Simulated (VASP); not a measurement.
LiNbO3: single point with r2SCAN

Crystal: LiNbO3.

```
Li Nb O
1.0
     2.62412    1.51503    4.70089
    -2.62412    1.51503    4.70089
     0.00000   -3.03007    4.70089
Li Nb O
2 2 6
Direct
  0.28281 0.28281 0.28281
  0.78281 0.78281 0.78281
  0.00071 0.00071 0.00071
  0.50071 0.50071 0.50071
  0.11786 0.34847 0.72196
  0.72196 0.11786 0.34847
  0.34847 0.72196 0.11786
  0.22196 0.84847 0.61786
  0.84847 0.61786 0.22196
  0.61786 0.22196 0.84847
```

This cell differs from its parent crystal: volume scaled by 1.06, then relaxed in part.

```yaml
Program: VASP 6.6.1
Task: single point
Functional: r2SCAN
Potentials_or_basis: VASP PAW PBE potentials, release 64 (Li_sv, Nb_sv, O)
Cutoff: 520 eV
k_mesh: 6 × 6 × 6
Occupations: gaussian, width 0.02 eV
Spin: no spin polarisation
```

The largest force is 0.035 eV/Å. The band gap on the k mesh is 3.97 eV, indirect (least direct gap 3.99 eV).

Forces in eV/Å, atoms in the order of the input:
```
Li   0.000  0.000  0.012
Li   0.000  0.000  0.012
Nb   0.000  0.000 -0.035
Nb   0.000  0.000 -0.035
O   -0.021  0.020  0.008
O   -0.007 -0.028  0.008
O    0.028  0.008  0.008
O   -0.028  0.008  0.008
O    0.021  0.020  0.008
O    0.007 -0.028  0.008
```

Levels at points of the mesh, in eV from the valence-band top:
| k point | band 32 | band 33 | band 34 | band 35 | band 36 | band 37 |
| --- | --- | --- | --- | --- | --- | --- |
| (0.00, 0.00, 0.00) | -0.43 | 0.00 | 0.00 | 3.99 | 3.99 | 4.48 |
| (0.50, 0.00, 0.00) | -0.33 | -0.26 | -0.26 | 4.23 | 4.23 | 5.04 |
| (0.50, 0.50, 0.00) | -0.68 | -0.55 | -0.15 | 4.08 | 4.58 | 4.93 |
| (0.50, 0.50, 0.50) | -0.36 | -0.36 | -0.36 | 4.95 | 4.95 | 5.15 |

Run time: 12 min on 1 thread of AMD EPYC 9R45 96-Core Processor (Zen 5) (shared host), peak memory 0.33 GiB.

Caveat: the PAW data sets were made with another functional, which shifts forces and pressure a little. A k mesh can miss the band edges.
